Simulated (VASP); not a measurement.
Here is a VASP 6.6.1 calculation.

INCAR

```
PREC = Accurate ; ENCUT = 520
EDIFF = 1E-7 ; ISMEAR = 0
SIGMA = 0.02 ; LREAL = F
LASPH = T ; NELM = 60
ALGO = Normal ; ISIF = 2
LWAVE = F ; LCHARG = F
GGA = PE ; NBANDS = 27
```

Contents of KPOINTS:

```
regular mesh
0
Gamma
  12 12 4
```

File POSCAR:

```
InO
1.0
    3.4495751811      0.0000000000      0.0000000000
   -1.7247875905      2.9874197391      0.0000000000
    0.0000000000      0.0000000000     15.8668820442
In O
2 2
Direct
    0.6666666667      0.3333333333      0.5900404386
    0.6666666667      0.3333333333      0.4099595614
    0.0000000000      0.0000000000      0.6397051136
    0.0000000000      0.0000000000      0.3602948864
```

Potentials or basis: VASP PAW PBE potentials, release 64 (In_d, O).

Command:

```console
$ cat potpaw_PBE.64/In_d/POTCAR potpaw_PBE.64/O/POTCAR > POTCAR
$ mpirun -np 1 vasp_std > vasp.out
```

Problem. Estimate the largest force.

Solution. 0.036 eV/Å.

Problem. Predict the band gap on the k mesh.

Solution. 0.35 eV (least direct gap 1.10 eV).

Forces on the atoms (eV/Å):
```
In   0.000  0.000 -0.032
In   0.000  0.000  0.032
O    0.000  0.000  0.036
O    0.000  0.000 -0.036
```

Caveat: there is no dipole correction, which matters where the two faces differ; spin-orbit coupling is left out, which moves the levels of the heavy elements.
